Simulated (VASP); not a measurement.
# H4C3O2 in VASP: further runs, part 2 of 3

VASP 6.6.1. Earlier steps stand in the parts before.

### Step 3. Single point, PBE

Input file INCAR:

```
SYSTEM = H4C3O2
PREC = Accurate
ENCUT = 520
EDIFF = 1E-6
ISMEAR = -1
SIGMA = 0.05
LREAL = Auto
LASPH = .True.
NELM = 100
ALGO = Normal
ISIF = 2
LWAVE = .False.
LCHARG = .False.
GGA = PE
NBANDS = 80
```

Input file KPOINTS:

```
regular mesh
0
Gamma
  1 1 1
  0 0 0
```

Input file POSCAR:

```
H4C3O2
1.0
    8.6677180000      0.0000000000      0.0000000000
    0.0000000000      8.6677180000      0.0000000000
    0.0000000000      0.0000000000      8.6677180000
C O H
12 8 16
Direct
    0.4739540442      1.0186072043      0.8901650930
    0.5662390032      0.2710286606      0.4716350947
    0.9072976301      0.4718658360      0.1328492690
    0.9082436692      0.4311053959      0.6382994924
    0.4533719256      0.7264080350      0.3366976175
    0.3442082449      0.7086524965      0.2321487616
    0.9026135830      0.9812386605      0.9269106355
    0.8545501826      0.8523119926      0.8574921335
    0.1865658297      0.0591505169      0.5652698900
    0.1652338020      0.1243118431      0.4233409532
    0.3965749693      0.3510497227      0.8687292318
    0.5366118279      0.3555837880      0.9370517130
    0.4814185233      1.0196916882      1.0301673405
    0.4580444357      1.0205223566      0.7530701853
    0.6654808105      0.1810280399      0.4826183778
    0.4738732848      0.3601986128      0.4431500886
    0.8142050768      0.5521407134      0.0807363599
    0.9958561181      0.3802961748      0.1788359981
    0.9706361005      0.4195337227      0.7576042506
    0.8302992783      0.4465535219      0.5244056163
    0.4256137544      0.7699027587      0.4510068279
    0.5715345146      0.7108214642      0.3029632482
    0.2268763243      0.7248274575      0.2701056956
    0.3902757335      0.6790714696      0.1187971275
    0.9683286881      0.9738434038      1.0369972812
    0.9129623276      1.0917867886      0.8751784495
    0.8713135337      0.7329380121      0.9071361113
    0.7959534447      0.8591996186      0.7362837600
    0.0972228215      0.0508322952      0.6505287782
    0.2873766775     -0.0124484899      0.5856789526
    0.0587697938      0.1700332198      0.3793270616
    0.2554651640      0.1021491470      0.3317251438
    0.3833996445      0.3001597422      0.7558275431
    0.2898340717      0.3713203406      0.9296218451
    0.6303389197      0.3422584814      0.8568460580
    0.5584284122      0.3787386715      1.0552604503
```

Potentials or basis: VASP PAW PBE potentials, release 64 (C, O, H).

Command:

```bash
$ cat potpaw_PBE.64/C/POTCAR potpaw_PBE.64/O/POTCAR potpaw_PBE.64/H/POTCAR > POTCAR
$ mpirun -np 1 vasp_gam > vasp.out
```

OUTCAR:

```text
SYSTEM = H4C3O2
   PREC = Accurate
   ENCUT = 520
   EDIFF = 1E-6
   ISMEAR = -1
   LREAL = Auto
   LASPH = .True.
   NELM = 100
   ISIF = 2
   GGA = PE

 ion  position               nearest neighbor table
   1  0.474  0.019  0.890-  14 1.20  13 1.22
   2  0.566  0.271  0.472-  16 1.14  15 1.17
   3  0.907  0.472  0.133-  17 1.16  18 1.17
   4  0.908  0.431  0.638-  19 1.17  20 1.20
   5  0.453  0.726  0.337-  22 1.07  21 1.09   6 1.32
   6  0.344  0.709  0.232-  23 1.08  24 1.09   5 1.32
   7  0.903  0.981  0.927-  26 1.06  25 1.11   8 1.34
   8  0.855  0.852  0.857-  27 1.13  28 1.17   7 1.34
   9  0.187  0.059  0.565-  29 1.07  30 1.09  10 1.37
  10  0.165  0.124  0.423-  31 1.07  32 1.13   9 1.37
  11  0.397  0.351  0.869-  33 1.08  34 1.08  12 1.35
  12  0.537  0.356  0.937-  36 1.06  35 1.08  11 1.35
  13  0.481  0.020  0.030-   1 1.22
  14  0.458  0.021  0.753-   1 1.20
  15  0.665  0.181  0.483-   2 1.17
  16  0.474  0.360  0.443-   2 1.14
  17  0.814  0.552  0.081-   3 1.16
[... 17 lines left out ...]
  35  0.630  0.342  0.857-  12 1.08
  36  0.558  0.379  0.055-  12 1.06

  LATTYP: Found a simple cubic cell.
 ALAT       =     8.6677180000

  Lattice vectors:

 A1 = (   8.6677180000,   0.0000000000,   0.0000000000)
 A2 = (   0.0000000000,   8.6677180000,   0.0000000000)
 A3 = (   0.0000000000,   0.0000000000,   8.6677180000)

Analysis of symmetry for initial positions (statically):
=====================================================================
 Subroutine PRICEL returns:
 Original cell was already a primitive cell.

 Routine SETGRP: Setting up the symmetry group for a
 simple cubic supercell.

 Subroutine GETGRP returns: Found  1 space group operations
 (whereof  1 operations were pure point group operations)
 out of a pool of 48 trial point group operations.

The static configuration has the point symmetry C_1 .

Analysis of symmetry for dynamics (positions and initial velocities):
=====================================================================
 Subroutine PRICEL returns:
[... 178 lines left out ...]
   GGA     = PE    functional components
   LHFCALC =     F    Hartree Fock is set to
   AEXX    =    0.0000 exact exchange contribution
   IVDW    =     0    specifies the selected vdW correction
   LEPSILON=     F    determine dielectric tensor
   LRPA    =     F    only Hartree local field effects (RPA)
 non-spin polarized calculation
  energy-cutoff  :      520.00
  volume of cell :      651.20
 maximum number of plane-waves:      8731
   NGX = 33   NGY = 33   NGZ = 33

 number of electron     112.0000008 magnetization

 Free energy of the ion-electron system (eV)
  ---------------------------------------------------
  ext. energy  EPLUGINS =         0.00000000
  ---------------------------------------------------
  free energy    TOTEN  =      -218.60125646 eV

  energy without entropy =     -218.60125646  energy(sigma->0) =     -218.60125646

 E-fermi :  -2.5617     XC(G=0):  -5.6119

 val. band max:       -3.7931679386   @ k =   0.0000   0.0000   0.0000
 cond. band min:       0.6500169384   @ k =   0.0000   0.0000   0.0000
 fundamental gap:      4.4431848770
 Fermi energy:        -2.5617378391

 k-point     1 :       0.0000    0.0000    0.0000
  band No.  band energies     occupation
      1     -26.8361      2.00000
      2     -26.7745      2.00000
      3     -26.5869      2.00000
      4     -25.9169      2.00000
      5     -25.7358      2.00000
      6     -25.5788      2.00000
[... 60 lines left out ...]
     67       2.0370      0.00000
     68       2.1647      0.00000
 [bands above 68 left out]

------------------------ aborting loop because EDIFF is reached ----------------------------------------

  FORCE on cell =-STRESS in cart. coord.  units (eV):
  Direction    XX          YY          ZZ          XY          YZ          ZX
  --------------------------------------------------------------------------------------
  -------------------------------------------------------------------------------------
  Total        6.8669140      4.9086895     -8.0258146     -3.3690508     -0.6685982      0.1611002
  in kB       16.8949874     12.0770766    -19.7462843     -8.2890320     -1.6449832      0.3963623
  external PRESSURE =       3.0752599 kB  Pullay stress =       0.0000000 kB

 VOLUME and BASIS-vectors are now :
 -----------------------------------------------------------------------------
  energy-cutoff  :      520.00
  volume of cell :      651.20
      direct lattice vectors                 reciprocal lattice vectors
     8.667718000  0.000000000  0.000000000     0.115370620  0.000000000  0.000000000
     0.000000000  8.667718000  0.000000000     0.000000000  0.115370620  0.000000000
     0.000000000  0.000000000  8.667718000     0.000000000  0.000000000  0.115370620

 POSITION                                       TOTAL-FORCE (eV/Angst)
 -----------------------------------------------------------------------------------
      4.10810      0.16128      7.71570        -0.276932      0.229207      1.887541
      4.90800      2.34920      4.08800         1.952279     -1.738743     -0.413386
      7.86420      4.09000      1.15150         0.970245     -1.670058      0.377010
      7.87240      3.73670      5.53260        -2.095910      0.504613     -1.864162
      3.92970      6.29630      2.91840         0.046334      0.566477      0.560400
      2.98350      6.14240      2.01220         0.639889     -0.163843     -0.073322
[... 28 lines left out ...]
      5.46360      2.96660      7.42690         0.855534     -0.384231      0.101037
      4.84030      3.28280      0.47898         0.080134      0.430646      0.873395
 -----------------------------------------------------------------------------------
    total drift:                                0.003581     -0.009051      0.007728

  FREE ENERGIE OF THE ION-ELECTRON SYSTEM (eV)
  ---------------------------------------------------
  free  energy   TOTEN  =      -218.6012564629 eV

  energy  without entropy=     -218.6012564628  energy(sigma->0) =     -218.60125646
```

stdout:

```text
POSCAR found type information on POSCAR C O H
 POSCAR found :  3 types and      36 ions
 scaLAPACK will be used
 LDA part: xc-table for (Slater+PW92), standard interpolation
 POSCAR, INCAR and KPOINTS ok, starting setup
 FFT: planning ... GRIDC
 FFT: planning ... GRID_SOFT
 FFT: planning ... GRID
 WAVECAR not read
 entering main loop
```

It took 55 s on 1 thread of Intel Xeon Platinum 8488C (Sapphire Rapids), shared host; peak memory 0.54 GiB.

Results:

| Item | Value |
| --- | --- |
| Free energy | -218.6013 eV |
| Pressure | 0.3 GPa |
| Largest force | 4.024 eV/Å |
| Band gap on the k mesh | 4.44 eV |

Forces on the atoms (eV/Å):
```
C   -0.277  0.229  1.888
C    1.952 -1.739 -0.413
C    0.970 -1.670  0.377
C   -2.096  0.505 -1.864
C    0.046  0.566  0.560
C    0.640 -0.164 -0.073
C    1.259 -1.342  1.068
C   -0.733 -0.504 -1.636
C   -0.279  0.106 -2.281
C    1.373 -1.796  0.445
C    0.659 -0.373  1.019
C   -1.448  0.178 -1.781
O   -0.049 -0.312 -3.496
O    0.758 -0.311  2.036
O    0.885 -1.244  0.645
O   -2.941  2.727 -0.327
O   -1.292  1.505 -0.488
O    0.377  0.085  0.238
O    0.522 -0.154  0.146
O    1.804 -0.093  1.753
H    0.199 -0.227  0.304
H    0.685  0.000  0.153
H   -0.605  0.012 -0.632
H   -0.973 -0.165 -0.326
H   -0.494 -0.046 -0.332
H   -0.550  0.958 -0.602
H   -0.350  1.276 -0.364
H    0.868 -0.184  1.739
H   -0.470  0.282  0.494
H    0.051  0.286  0.025
H   -0.460  0.564  0.187
H   -0.653  0.452  0.813
H    0.008  0.480 -0.608
H   -0.322  0.066  0.359
H    0.856 -0.384  0.101
H    0.080  0.431  0.873
```

Levels at points of the mesh, in eV from the valence-band top:
| k point | band 54 | band 55 | band 56 | band 57 | band 58 | band 59 |
| --- | --- | --- | --- | --- | --- | --- |
| (0.00, 0.00, 0.00) | -0.33 | -0.13 | 0.00 | 4.44 | 4.79 | 5.01 |

Caveat: the k points lie up to 0.72 Å⁻¹ apart.

### Step 4. Single point, PBE

Input file INCAR:

```
SYSTEM = H4C3O2
  PREC = Accurate
  ENCUT = 520
  EDIFF = 1E-6
  ISMEAR = -1
  SIGMA = 0.05
  LREAL = Auto
  LASPH = .True.
  NELM = 100
  ALGO = Normal
  ISIF = 2
  LWAVE = .False.
  LCHARG = .True.
  GGA = PE
  LELF = .True.
  LVHAR = .True.
  NBANDS = 80
```

KPOINTS is that of step 3.

Input file POSCAR:

```
H4C3O2
1.0
    8.6677180000      0.0000000000      0.0000000000
    0.0000000000      8.6677180000      0.0000000000
    0.0000000000      0.0000000000      8.6677180000
C O H
12 8 16
Direct
    0.4733771911      0.9916335534      0.8953336968
    0.5731843145      0.2632526808      0.4501069370
    0.9295756969      0.4712082234      0.1606535884
    0.8939953976      0.4470611527      0.6567472546
    0.4936247349      0.7089409231      0.3303637705
    0.3674092766      0.7323265478      0.2450818082
    0.8780050297      0.9891300109      0.9165388168
    0.8561538343      0.8668486907      0.8231578369
    0.1584038613      0.0228433828      0.5336006548
    0.1600190500      0.0778520944      0.3854993898
    0.4085158285      0.3641673622      0.8386636483
    0.5096958623      0.3959173568      0.9504462420
    0.4692699970      1.0036090237      1.0326593459
    0.4805186325      0.9797965278      0.7595540141
    0.6442180052      0.1708177400      0.5211175537
    0.4892637255      0.3491230333      0.3859377982
    0.8254998605      0.5376501635      0.1008916072
    1.0284137070      0.3952135960      0.2176812859
    0.9630677879      0.4003360515      0.7611345916
    0.8149780600      0.4910058218      0.5534905496
    0.4832413791      0.6402723300      0.4364009074
    0.6000425948      0.7693835909      0.3002866498
    0.2487159827      0.6782869493      0.2539422718
    0.3805846014      0.8120245721      0.1447785911
    0.9183270614      0.9575184610      1.0410121788
    0.8369100148      1.1025970157      0.8801047750
    0.8898305183      0.7429521819      0.8552654805
    0.8082404158      0.8801855344      0.7022032789
    0.0584236820     -0.0022266530      0.6009078745
    0.2694365460      0.0194630236      0.5916320766
    0.0596350735      0.0864587427      0.3074973136
    0.2689404524      0.1025298700      0.3375167489
    0.4374277059      0.2879881417      0.7448557971
    0.2833156316      0.3915217362      0.8416286732
    0.6276738583      0.3402625697      0.9536881564
    0.4880407969      0.4683585691      1.0574986404
```

Command:

```bash
$ cat potpaw_PBE.64/C/POTCAR potpaw_PBE.64/O/POTCAR potpaw_PBE.64/H/POTCAR > POTCAR
$ mpirun -np 1 vasp_gam > vasp.out
```

Wall time 66 s (1 thread of Intel Xeon Platinum 8488C (Sapphire Rapids), shared host); peak memory 0.54 GiB.

It converged, with:

```
Free energy            : -219.0824 eV
Pressure               : -1.3 GPa
Largest force          : 2.871 eV/Å
Band gap on the k mesh : 4.25 eV
```

Forces on the atoms (eV/Å):
```
C    0.222  0.142  0.978
C   -0.712 -0.391  0.379
C   -0.283 -0.564 -0.135
C   -1.935  0.707 -2.001
C   -0.998 -0.074  0.523
C   -0.565  0.297 -1.327
C   -0.076 -1.937  1.336
C    0.177 -0.731 -0.822
C    0.637  1.327 -2.047
C   -1.330 -1.262  1.798
C   -0.797 -0.053  0.578
C    0.747  0.005  1.199
O    0.057  0.004 -1.871
O   -0.137 -0.032  0.834
O    0.156  0.482 -0.460
O    0.609 -0.224  0.016
O    1.035 -0.271  0.578
O   -0.701  0.906 -0.419
O    1.131 -0.500  1.314
O    0.855 -0.189  0.682
H    0.497  0.049 -0.260
H    0.031 -0.145  0.225
H    1.259  0.380  0.446
H   -0.323 -0.653  0.597
H   -0.442  1.119 -1.759
H    0.342  0.092  0.351
H   -0.408  1.535 -0.182
H    0.405 -0.082  1.105
H   -0.736 -0.317  0.226
H    0.008 -0.192  0.212
H    0.212  0.058  0.490
H    1.105  0.378 -0.749
H    0.293 -0.246 -0.392
H    0.684  0.405  0.087
H   -0.900  0.629 -0.369
H   -0.119 -0.652 -1.159
```

Stress tensor (GPa, compression positive):
```
-0.94  0.49 -0.82
 0.49 -0.87  0.29
-0.82  0.29 -2.22
```

Levels at points of the mesh, in eV from the valence-band top:
| k point | band 54 | band 55 | band 56 | band 57 | band 58 | band 59 |
| --- | --- | --- | --- | --- | --- | --- |
| (0.00, 0.00, 0.00) | -0.54 | -0.37 | 0.00 | 4.25 | 4.63 | 4.89 |

Caveat: the k points lie up to 0.72 Å⁻¹ apart; the atoms stand as in a frame of molecular dynamics.

(Part 2 of 3 ends here.)
